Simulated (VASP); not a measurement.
# TiAl30 (a cell with a defect) in VASP: notebook, part 2 of 2

VASP 6.6.1. Earlier steps stand in the parts before.

## 4. Single point, r2SCAN

Contents of POSCAR:

```
TiAl30
1.0
    8.1000000000      0.0000000000      0.0000000000
    0.0000000000      8.1000000000      0.0000000000
    0.0000000000      0.0000000000      8.1000000000
Al Ti
30 1
Direct
    0.5000000000      0.0016953419      0.0016953419
    0.7449036241      0.2523767087      0.0051244822
    0.7449036241      0.0051244822      0.2523767087
    0.2550963759      0.2523767087      0.0051244822
    0.5000000000      0.5006050407      0.0011389174
    0.7483655892      0.7497503863      0.0000219439
    0.2550963759      0.0051244822      0.2523767087
    0.5000000000      0.2542192593      0.2542192593
    0.7472195859      0.4996223990      0.2513639427
    0.5000000000      0.0011389174      0.5006050407
    0.7472195859      0.2513639427      0.4996223990
    0.7483655892      0.0000219439      0.7497503863
    0.0000000000      0.4979386979     -0.0002429362
    0.2516344108      0.7497503863      0.0000219439
    0.0000000000      0.2533229478      0.2533229478
    0.2527804141      0.4996223990      0.2513639427
    0.5000000000      0.7481969918      0.2481917748
    0.0000000000     -0.0002429362      0.4979386979
    0.2527804141      0.2513639427      0.4996223990
    0.5000000000      0.5012676657      0.5012676657
    0.7459719412      0.7473346493      0.4978048942
    0.2516344108      0.0000219439      0.7497503863
    0.5000000000      0.2481917748      0.7481969918
    0.7459719412      0.4978048942      0.7473346493
    0.0000000000      0.7507892753      0.2467490369
    0.0000000000      0.4966146093      0.4966146093
    0.2540280588      0.7473346493      0.4978048942
    0.0000000000      0.2467490369      0.7507892753
    0.2540280588      0.4978048942      0.7473346493
    0.5000000000      0.7497813013      0.7497813013
    0.0000000000     -0.2570667366     -0.2570667366
```

Contents of INCAR.step1:

```
  PREC = Accurate
  ENCUT = 520
  ISMEAR = 0
  SIGMA = 0.05
  LREAL = Auto
  LASPH = True
  NELM = 60
  NBANDS = 72
  GGA = PE
  ALGO = Normal
  EDIFF = 1E-4
  LWAVE = True
  LCHARG = False
```

Contents of INCAR.step2:

```
  PREC = Accurate
  ENCUT = 520
  EDIFF = 1E-6
  ISMEAR = 0
  SIGMA = 0.05
  LREAL = Auto
  LASPH = True
  NELM = 60
  ALGO = Normal
  ISIF = 2
  LWAVE = False
  LCHARG = False
  METAGGA = R2SCAN
  LMIXTAU = True
  NBANDS = 72
  ISTART = 1
```

Contents of KPOINTS:

```
regular mesh
0
Gamma
  2 2 2
```

Potentials or basis: VASP PAW PBE potentials, release 64 (Al, Ti_sv).

The run is started by

```bash
> cat potpaw_PBE.64/Al/POTCAR potpaw_PBE.64/Ti_sv/POTCAR > POTCAR
> cp INCAR.step1 INCAR
> mpirun -np 1 vasp_std > vasp.out
> cp INCAR.step2 INCAR
> mpirun -np 1 vasp_std > vasp.out
```

OUTCAR:

```text
PREC = Accurate
   ENCUT = 520
   EDIFF = 1E-6
   ISMEAR = 0
   LREAL = Auto
   LASPH = True
   NELM = 60
   ISIF = 2
   METAGGA = R2SCAN
   ISTART = 1

 ion  position               nearest neighbor table
   1  0.500  0.002  0.002-   2 2.84   3 2.84   4 2.84   7 2.84  17 2.86  23 2.86  14 2.87   6 2.87
                            22 2.87  12 2.87  30 2.89   8 2.89
   2  0.745  0.252  0.005-   5 2.82   9 2.83   8 2.83   3 2.83   1 2.84  13 2.87  23 2.88  15 2.88
                            24 2.88  12 2.91  28 2.92
   3  0.745  0.005  0.252-  10 2.82  11 2.83   8 2.83   2 2.83   1 2.84  18 2.87  17 2.88  15 2.88
                            21 2.88   6 2.91  25 2.92
   4  0.255  0.252  0.005-   5 2.82  16 2.83   8 2.83   7 2.83   1 2.84  13 2.87  23 2.88  15 2.88
                            29 2.88  22 2.91  28 2.92
   5  0.500  0.501  0.001-   2 2.82   4 2.82  17 2.83  16 2.85   9 2.85   6 2.85  14 2.85   8 2.86
                            24 2.86  29 2.86  30 2.87  23 2.89
   6  0.748  0.750  0.000-  17 2.84   5 2.85  25 2.85  30 2.86   1 2.87  12 2.87   9 2.87  13 2.88
                            24 2.89   3 2.91  31 2.91
   7  0.255  0.005  0.252-  10 2.82  19 2.83   8 2.83   4 2.83   1 2.84  18 2.87  17 2.88  15 2.88
                            27 2.88  14 2.91  25 2.92
   8  0.500  0.254  0.254-   9 2.82  11 2.82  16 2.82  19 2.82   2 2.83   3 2.83   4 2.83   7 2.83
                            20 2.83   5 2.86  10 2.86   1 2.89
   9  0.747  0.500  0.251-   8 2.82   2 2.83  21 2.83  17 2.84  11 2.84  20 2.85   5 2.85  26 2.85
[... 31 lines left out ...]
  25  0.000  0.751  0.247-   6 2.85  14 2.85  13 2.86  18 2.86  16 2.89   9 2.89  26 2.89  21 2.89
                            27 2.89   3 2.92   7 2.92
  26  0.000  0.497  0.497-  15 2.79  31 2.82   9 2.85  16 2.85  19 2.85  11 2.85  28 2.89  25 2.89
                            27 2.89  24 2.89  29 2.89  21 2.89
  27  0.254  0.747  0.498-  20 2.82  16 2.83  17 2.84  30 2.85  29 2.86  31 2.86  10 2.86   7 2.88
                            22 2.89  26 2.89  25 2.89  18 2.90
  28  0.000  0.247  0.751-  12 2.85  22 2.85  18 2.86  13 2.86  19 2.89  11 2.89  26 2.89  24 2.89
                            29 2.89   4 2.92   2 2.92
  29  0.254  0.498  0.747-  20 2.82  19 2.83  23 2.84  30 2.85  27 2.86  31 2.86   5 2.86   4 2.88
                            14 2.89  26 2.89  28 2.89  13 2.90
  30  0.500  0.750  0.750-  20 2.85  21 2.85  24 2.85  27 2.85  29 2.85  22 2.86  12 2.86   6 2.86
                            14 2.86   5 2.87  10 2.87   1 2.89
  31  0.000  0.743  0.743-  26 2.82  21 2.86  27 2.86  24 2.86  29 2.86  18 2.87  13 2.87  14 2.91
                            12 2.91   6 2.91  22 2.91

  LATTYP: Found a simple cubic cell.
 ALAT       =     8.1000000000

  Lattice vectors:

 A1 = (   8.1000000000,   0.0000000000,   0.0000000000)
 A2 = (   0.0000000000,   8.1000000000,   0.0000000000)
 A3 = (   0.0000000000,   0.0000000000,   8.1000000000)

Analysis of symmetry for initial positions (statically):
=====================================================================
 Subroutine PRICEL returns:
 Original cell was already a primitive cell.

 Routine SETGRP: Setting up the symmetry group for a
 simple cubic supercell.

 Subroutine GETGRP returns: Found  4 space group operations
 (whereof  4 operations were pure point group operations)
 out of a pool of 48 trial point group operations.

The static configuration has the point symmetry C_2v.

Analysis of symmetry for dynamics (positions and initial velocities):
=====================================================================
 Subroutine PRICEL returns:
 Original cell was already a primitive cell.

 Routine SETGRP: Setting up the symmetry group for a
 simple cubic supercell.

[... 127 lines left out ...]
   total plane-waves  NPLWV = 216000
   dimension x,y,z NGX =    60 NGY =   60 NGZ =   60
   dimension x,y,z NGXF=   120 NGYF=  120 NGZF=  120
   ions per type =              30   1
   NGX,Y,Z   is equivalent  to a cutoff of  12.31, 12.31, 12.31 a.u.
   NGXF,Y,Z  is equivalent  to a cutoff of  24.63, 24.63, 24.63 a.u.
 SYSTEM =  unknown system
   PREC   = accura    normal or accurate (medium, high low for compatibility)
   ISTART =      1    job   : 0-new  1-cont  2-samecut
   ICHARG =      0    charge: 1-file 2-atom 10-const
   ISPIN  =      1    spin polarized calculation?
   LNONCOLLINEAR =      F non collinear calculations
   LSORBIT =      F    spin-orbit coupling
   LASPH  =      T    aspherical Exc in radial PAW
   ENCUT  =  520.0 eV  38.22 Ry    6.18 a.u.  15.06 15.06 15.06*2*pi/ulx,y,z
   NELM   =     60;   NELMIN=  2; NELMDL=  0     # of ELM steps
   EDIFF  = 0.1E-05   stopping-criterion for ELM
   LREAL  =      T    real-space projection
   EDIFFG = 0.1E-04   stopping-criterion for IOM
   NSW    =      0    number of steps for IOM
   IBRION =     -1    ionic relax: 0-MD 1-quasi-New 2-CG
   NFREE  =      0    steps in history (QN), initial steepest desc. (CG)
   ISIF   =      2    stress and relaxation
   ISYM   =      2    0-nonsym 1-usesym 2-fastsym
   POTIM  = 0.5000    time-step for ionic-motion
   TEBEG  =    0.0;   TEEND  =   0.0 temperature during run
   PSTRESS=    0.0 pullay stress
   NELECT =     102.0000    total number of electrons
   NUPDOWN=      -1.0000    fix difference up-down
   EMIN   =  10.00;   EMAX   =-10.00  energy-range for DOS
   EFERMI =   0.00;   METHOD = LEGACY
   ISMEAR =     0;   SIGMA  =   0.05  broadening in eV -4-tet -1-fermi 0-gaus
   EFERMI_NEDOS =   21; number of points for ismear=-14 and -15
   IALGO  =     38    algorithm
   IMIX   =      4    mixing-type and parameters
     AMIX     =   0.40;   BMIX     =  1.00
     AMIX_MAG =   1.60;   BMIX_MAG =  1.00
  volume/ion in A,a.u.               =      17.14       115.69
  Fermi-wavevector in a.u.,A,eV,Ry     =   0.944329  1.784523 12.133087  0.891757
  Thomas-Fermi vector in A             =   2.072123
   LORBIT       =      0    0 simple, 1 ext, 2 COOP (PROOUT), +10 PAW based schemes
   METAGGA = R2SCAN    functional components
   LHFCALC =     F    Hartree Fock is set to
   AEXX    =    0.0000 exact exchange contribution
   IVDW    =     0    specifies the selected vdW correction
   LEPSILON=     F    determine dielectric tensor
   LRPA    =     F    only Hartree local field effects (RPA)
 non-spin polarized calculation
 Gauss-broadening in eV      SIGMA  =   0.05
  energy-cutoff  :      520.00
  volume of cell :      531.44
 maximum number of plane-waves:     14400
   NGX = 31   NGY = 31   NGZ = 31

 number of electron     102.0000002 magnetization

 Free energy of the ion-electron system (eV)
  ---------------------------------------------------
  ext. energy  EPLUGINS =         0.00000000
  ---------------------------------------------------
  free energy    TOTEN  =      -214.31474013 eV

  energy without entropy =     -214.27764583  energy(sigma->0) =     -214.29619298

 E-fermi :   7.3651     XC(G=0): -10.7622

 val. band max:        7.3527976908   @ k =   0.5000   0.5000   0.5000
 cond. band min:       7.3726451435   @ k =   0.5000   0.5000   0.5000
 fundamental gap:      0.0198474526
 Fermi energy:         7.3650811151

 k-point     1 :       0.0000    0.0000    0.0000
  band No.  band energies     occupation
      1     -52.1355      2.00000
      2     -27.3670      2.00000
      3     -27.3535      2.00000
      4     -27.3445      2.00000
      5      -3.9686      2.00000
      6      -1.7418      2.00000
[... 385 lines left out ...]
     62       8.6742      0.00000
     63       9.4797      0.00000
 [bands above 63 left out]

------------------------ aborting loop because EDIFF is reached ----------------------------------------

  FORCE on cell =-STRESS in cart. coord.  units (eV):
  Direction    XX          YY          ZZ          XY          YZ          ZX
  --------------------------------------------------------------------------------------
  -------------------------------------------------------------------------------------
  Total      -14.9321060    -13.7445875    -13.7445875      0.0000000      0.8959662      0.0000000
  in kB      -45.0170043    -41.4368979    -41.4368979      0.0000000      2.7011405      0.0000000
  external PRESSURE =     -42.6302667 kB  Pullay stress =       0.0000000 kB

 VOLUME and BASIS-vectors are now :
 -----------------------------------------------------------------------------
  energy-cutoff  :      520.00
  volume of cell :      531.44
      direct lattice vectors                 reciprocal lattice vectors
     8.100000000  0.000000000  0.000000000     0.123456790  0.000000000  0.000000000
     0.000000000  8.100000000  0.000000000     0.000000000  0.123456790  0.000000000
     0.000000000  0.000000000  8.100000000     0.000000000  0.000000000  0.123456790

 POSITION                                       TOTAL-FORCE (eV/Angst)
 -----------------------------------------------------------------------------------
      4.05000      0.01373      0.01373        -0.000000     -0.006174     -0.006174
      6.03372      2.04425      0.04151        -0.003584      0.003185      0.001752
      6.03372      0.04151      2.04425        -0.003584      0.001752      0.003185
      2.06628      2.04425      0.04151         0.003584      0.003185      0.001752
      4.05000      4.05490      0.00923        -0.000000      0.012071      0.011541
      6.06176      6.07298      0.00018        -0.008453     -0.002123      0.000097
[... 23 lines left out ...]
      4.05000      6.07323      6.07323        -0.000000      0.001205      0.001205
      0.00000      6.01776      6.01776        -0.000000     -0.022298     -0.022298
 -----------------------------------------------------------------------------------
    total drift:                                0.000000     -0.008140     -0.008140

  FREE ENERGIE OF THE ION-ELECTRON SYSTEM (eV)
  ---------------------------------------------------
  free  energy   TOTEN  =      -214.3147401297 eV

  energy  without entropy=     -214.2776458258  energy(sigma->0) =     -214.29619298
```

It took 23 min on 1 thread of Oxide Virtual Turin-like, shared host; peak memory 0.57 GiB.

Results:

* Free energy: -214.3147 eV
* Pressure: -4.3 GPa
* Largest force: 0.032 eV/Å
* Band gap on the k mesh: zero (bands 51 and 52 overlap by 0.29 eV)

Forces in eV/Å, atoms in the order of the input:
```
Al   0.000 -0.006 -0.006
Al  -0.004  0.003  0.002
Al  -0.004  0.002  0.003
Al   0.004  0.003  0.002
Al   0.000  0.012  0.012
Al  -0.008 -0.002  0.000
Al   0.004  0.002  0.003
Al   0.000 -0.002 -0.002
Al   0.003  0.007 -0.005
Al   0.000  0.012  0.012
Al   0.003 -0.005  0.007
Al  -0.008  0.000 -0.002
Al   0.000 -0.012  0.008
Al   0.008 -0.002  0.000
Al   0.000  0.013  0.013
Al  -0.003  0.007 -0.005
Al   0.000  0.001 -0.006
Al   0.000  0.008 -0.012
Al  -0.003 -0.005  0.007
Al   0.000  0.012  0.012
Al  -0.003 -0.007 -0.001
Al   0.008  0.000 -0.002
Al   0.000 -0.006  0.001
Al  -0.003 -0.001 -0.007
Al   0.000 -0.006  0.011
Al   0.000 -0.011 -0.011
Al   0.003 -0.007 -0.001
Al   0.000  0.011 -0.006
Al   0.003 -0.001 -0.007
Al   0.000  0.001  0.001
Ti   0.000 -0.022 -0.022
```

Caveat: the k points lie up to 0.39 Å⁻¹ apart; the PAW data sets were made with another functional, which shifts forces and pressure a little.

## 5. Single point, r2SCAN

Contents of POSCAR:

```
TiAl30
1.0
    8.1000000000      0.0000000000      0.0000000000
    0.0000000000      8.1000000000      0.0000000000
    0.0000000000      0.0000000000      8.1000000000
Al Ti
30 1
Direct
    0.5000000000      0.0016953086      0.0016953086
    0.7449035802      0.2523766667      0.0051244444
    0.7449035802      0.0051244444      0.2523766667
    0.2550964198      0.2523766667      0.0051244444
    0.5000000000      0.5006050617      0.0011388889
    0.7483655556      0.7497503704      0.0000219753
    0.2550964198      0.0051244444      0.2523766667
    0.5000000000      0.2542192593      0.2542192593
    0.7472196296      0.4996223457      0.2513639506
    0.5000000000      0.0011388889      0.5006050617
    0.7472196296      0.2513639506      0.4996223457
    0.7483655556      0.0000219753      0.7497503704
    0.0000000000      0.4979386420     -0.0002429630
    0.2516344444      0.7497503704      0.0000219753
    0.0000000000      0.2533229630      0.2533229630
    0.2527803704      0.4996223457      0.2513639506
    0.5000000000      0.7481970370      0.2481917284
    0.0000000000     -0.0002429630      0.4979386420
    0.2527803704      0.2513639506      0.4996223457
    0.5000000000      0.5012676543      0.5012676543
    0.7459719753      0.7473346914      0.4978049383
    0.2516344444      0.0000219753      0.7497503704
    0.5000000000      0.2481917284      0.7481970370
    0.7459719753      0.4978049383      0.7473346914
    0.0000000000      0.7507892593      0.2467490123
    0.0000000000      0.4966145679      0.4966145679
    0.2540280247      0.7473346914      0.4978049383
    0.0000000000      0.2467490123      0.7507892593
    0.2540280247      0.4978049383      0.7473346914
    0.5000000000      0.7497813580      0.7497813580
    0.0000000000     -0.2570667901     -0.2570667901
```

Contents of INCAR.step1:

```
PREC = Accurate
ENCUT = 520
ISMEAR = 0
SIGMA = 0.05
LREAL = Auto
LASPH = T
NELM = 80
NBANDS = 72
GGA = PE
ALGO = Normal
EDIFF = 1E-4
LWAVE = T
LCHARG = F
```

Contents of INCAR.step2:

```
PREC = Accurate
ENCUT = 520
EDIFF = 1E-6
ISMEAR = 0
SIGMA = 0.05
LREAL = Auto
LASPH = T
NELM = 80
ALGO = Normal
ISIF = 2
LWAVE = F
LCHARG = F
METAGGA = R2SCAN
LMIXTAU = T
NBANDS = 72
ISTART = 1
```

Contents of KPOINTS:

```
Automatic mesh
0
Gamma
  2 2 2
```

The run is started by

```bash
> cat potpaw_PBE.64/Al/POTCAR potpaw_PBE.64/Ti_sv/POTCAR > POTCAR
> cp INCAR.step1 INCAR
> mpirun -np 1 vasp_std > vasp.out
> cp INCAR.step2 INCAR
> mpirun -np 1 vasp_std > vasp.out
```

Wall time 24 min (1 thread of Oxide Virtual Turin-like, shared host); peak memory 0.58 GiB.

It converged, with:

```yaml
Free_energy: -214.3147 eV
Pressure: -4.3 GPa
Largest_force: 0.032 eV/Å
Band_gap_on_the_k_mesh: zero (bands 51 and 52 overlap by 0.29 eV)
```

Forces in eV/Å, atoms in the order of the input:
```
Al   0.000 -0.006 -0.006
Al  -0.004  0.003  0.002
Al  -0.004  0.002  0.003
Al   0.004  0.003  0.002
Al   0.000  0.012  0.012
Al  -0.008 -0.002  0.000
Al   0.004  0.002  0.003
Al   0.000 -0.002 -0.002
Al   0.003  0.007 -0.005
Al   0.000  0.012  0.012
Al   0.003 -0.005  0.007
Al  -0.008  0.000 -0.002
Al   0.000 -0.012  0.008
Al   0.008 -0.002  0.000
Al   0.000  0.013  0.013
Al  -0.003  0.007 -0.005
Al   0.000  0.001 -0.006
Al   0.000  0.008 -0.012
Al  -0.003 -0.005  0.007
Al   0.000  0.012  0.012
Al  -0.003 -0.007 -0.001
Al   0.008  0.000 -0.002
Al   0.000 -0.006  0.001
Al  -0.003 -0.001 -0.007
Al   0.000 -0.006  0.011
Al   0.000 -0.011 -0.011
Al   0.003 -0.007 -0.001
Al   0.000  0.011 -0.006
Al   0.003 -0.001 -0.007
Al   0.000  0.001  0.001
Ti   0.000 -0.022 -0.022
```

Stress tensor (GPa, compression positive):
```
-4.50  0.00  0.00
 0.00 -4.14  0.27
 0.00  0.27 -4.14
```

Levels at points of the mesh, in eV from the Fermi level:
```tsv
k point	band 48	band 49	band 50	band 51	band 52	band 53
(0.00, 0.00, 0.00)	-0.25	-0.22	0.05	0.16	0.45	0.52
(0.50, 0.00, 0.00)	-0.33	-0.27	-0.26	-0.14	-0.07	0.21
(0.00, 0.50, 0.00)	-0.28	-0.24	-0.15	-0.12	-0.03	0.02
(0.50, 0.50, 0.00)	-0.61	-0.25	0.01	0.01	0.46	0.53
(0.00, 0.50, 0.50)	-0.82	-0.18	0.02	0.06	0.37	0.46
(0.50, 0.50, 0.50)	-0.52	-0.47	-0.47	-0.32	-0.13	-0.07
```

Caveat: the k points lie up to 0.39 Å⁻¹ apart; the PAW data sets were made with another functional, which shifts forces and pressure a little.

## 6. The runs side by side

```csv
cell,gap on the mesh (eV),pressure (GPa),largest force (eV/Å)
"as given, atomic positions A",none,-4.4,0.88
"as given, atomic positions B",none,-4.1,1.25
"as given, atomic positions C",none,-4.3,0.03
```

Alike in all rows: task single point; level r2SCAN; potentials or basis VASP PAW PBE potentials, release 64 (Al, Ti_sv); no spin polarisation; k mesh 2 × 2 × 2; cutoff (eV) 520; smearing gaussian 0.05 eV.

Caveats: all runs use coarse meshes; the PAW data sets were made with another functional, which shifts forces and pressure a little.

Total energies depend on the potentials used, so only differences within one code and one set of settings carry meaning.

The gap in the log of VASP goes by the Fermi energy; the results here count the filled bands.